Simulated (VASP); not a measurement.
Wanted: the native input for a VASP 6.6.1 run.

```yaml
Task: single point
Functional: RPBE
Potentials_or_basis: VASP PAW PBE potentials, release 64 (F, B)
Cutoff: 600 eV
k_mesh: 7 × 7 × 7
Occupations: methfessel-paxton, width 0.0519 eV
Spin: no spin polarisation
Dipole_correction: no
Further_INCAR_settings: ALGO = Normal; EDIFF = 1e-06; NBANDS = 12
```

The structure of BF lies in POSCAR:

```
BF
1.0
    0.0000000000      2.0767430000      2.0767430000
    2.0767430000      0.0000000000      2.0767430000
    2.0767430000      2.0767430000      0.0000000000
F B
1 1
Direct
    0.0000000000      0.0000000000      0.0000000000
    0.5000000000      0.5000000000      0.5000000000
```

One way to write it, as run:

INCAR

```
  PREC = Accurate
  ENCUT = 600
  EDIFF = 1E-6
  ISMEAR = 1
  SIGMA = 0.0519
  LREAL = F
  LASPH = T
  NELM = 120
  ALGO = Normal
  ISIF = 2
  LWAVE = F
  LCHARG = F
  GGA = RP
  NBANDS = 12
  GGA_COMPAT = F
```

KPOINTS

```
Automatic mesh
0
Gamma
  7 7 7
```

Potentials or basis: VASP PAW PBE potentials, release 64 (F, B).

The run is started by

```bash
$ cat potpaw_PBE.64/F/POTCAR potpaw_PBE.64/B/POTCAR > POTCAR
$ mpirun -np 1 vasp_std > vasp.out
```

Results of the run:

The pressure is 36.7 GPa and the band gap on the k mesh is 0.10 eV.

Caveat: the cell stands under pressure; the PAW data sets were made with another functional, which shifts forces and pressure a little; an odd mesh through Γ misses points on the zone boundary, where band edges can lie.

It took 4.3 s on 1 thread of Intel(R) Xeon(R) Platinum 8488C (Sapphire Rapids), on a shared host, peak memory 0.12 GiB.
